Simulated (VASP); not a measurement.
# Hg: single point with PBE

The system is Hg.

```
Hg
1.0
    -1.93778    1.93778    1.93778
     1.93778   -1.93778    1.93778
     1.93778    1.93778   -1.93778
Hg
1
Direct
  0.00000 0.00000 0.00000
```

```
Program             : VASP 6.6.1
Task                : single point
Functional          : PBE
Potentials or basis : VASP PAW PBE potentials, release 64 (Hg)
Cutoff              : 500 eV
k mesh              : 14 × 14 × 14
Occupations         : fermi-dirac, width 0.1 eV
Spin                : no spin polarisation
```

```yaml
Pressure: 0.1 GPa
Band_gap_on_the_k_mesh: zero (band 6 reaches 3.06 eV, above the bottom of band 7 at 0.70 eV)
```

Levels at points of the mesh, in eV from the Fermi level:
| k point | band 4 | band 5 | band 6 | band 7 | band 8 | band 9 |
| --- | --- | --- | --- | --- | --- | --- |
| (0.00, 0.00, 0.00) | -6.49 | -5.90 | -5.90 | 13.65 | 13.65 | 13.65 |
| (0.50, 0.00, 0.00) | -5.88 | -5.48 | -1.66 | -0.55 | 8.38 | 9.46 |
| (0.50, 0.50, 0.50) | -5.58 | -5.58 | 1.81 | 3.78 | 3.78 | 3.78 |

Wall time 20 s on 1 thread of Intel Xeon 8259CL (shared host), peak memory 0.16 GiB.

Caveat: spin-orbit coupling is left out, which moves the levels of the heavy elements.
